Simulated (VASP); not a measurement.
Runs of VASP 6.6.1 on Re. The structure is that of space group Pm-3m (No. 221), or close to it. The cells are those of the table. 

| task | cell | cutoff (eV) | gap on the mesh (eV) | pressure (GPa) | relaxed volume (Å³/atom) |
| --- | --- | --- | --- | --- | --- |
| single point | a = 2.548 Å, 1 atom | 520 | none | -3.8 | - |
| single point | a = 2.536 Å, 1 atom | 520 | none | 0.5 | - |
| relaxation of cell and atoms | relaxed from a = 2.536 Å, 1 atom | 600 | none | 0.0 | 16.33 |
| relaxation of cell and atoms | relaxed from a = 2.530 Å, 1 atom | 600 | none | 0.0 | 16.33 |
| single point | a = 2.523 Å, 1 atom | 520 | none | (a) | - |

Alike in all rows: level LDA; potentials or basis VASP PAW LDA potentials, release 64 (Re); no spin polarisation; k mesh 10 × 10 × 10; smearing methfessel-paxton 0.1 eV.

Estimate the missing entries.

(a) 5.2.

Caveats: spin-orbit coupling is left out, which moves the levels of the heavy elements.

A k mesh can miss the band edges, and the runs leave out spin-orbit coupling on Re.

A gap of «none» marks levels without a gap at the run's occupations.
